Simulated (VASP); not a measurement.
Here is a VASP 6.6.1 calculation.

The input INCAR:

```
  ALGO = Normal
  EDIFF = 1E-7
  ENCUT = 520
  GGA = PS
  ISIF = 2
  ISMEAR = -1
  LASPH = T
  LCHARG = T
  LELF = T
  LREAL = F
  LVHAR = T
  LWAVE = F
  NBANDS = 15
  NELM = 80
  PREC = Accurate
  SIGMA = 0.02
```

The input KPOINTS:

```
k-points
0
Gamma
  12 12 4
```

POSCAR

```
MgI2
1.0
    4.1400000000      0.0000000000      0.0000000000
   -2.0700000000      3.5853451717      0.0000000000
    0.0000000000      0.0000000000      6.8800000000
Mg I
1 2
Direct
    0.0000000000      0.0000000000      0.0000000000
    0.3333333333      0.6666666667      0.2500000000
    0.6666666667      0.3333333333      0.7500000000
```

Potentials or basis: VASP PAW PBE potentials, release 64 (Mg, I).

Run with:

```console
$ cat potpaw_PBE.64/Mg/POTCAR potpaw_PBE.64/I/POTCAR > POTCAR
$ mpirun -np 1 vasp_std > vasp.out
```

Question: What does it give for the largest force?

Answer: 0.299 eV/Å.

Question: What does it give for the band gap on the k mesh?

Answer: 3.42 eV, indirect (least direct gap 3.51 eV).

Forces on the atoms (eV/Å):
```
Mg   0.000  0.000  0.000
I    0.000  0.000 -0.299
I    0.000  0.000  0.299
```

Caveat: the PAW data sets were made with another functional, which shifts forces and pressure a little; spin-orbit coupling is left out, which moves the levels of the heavy elements. A k mesh can miss the band edges.
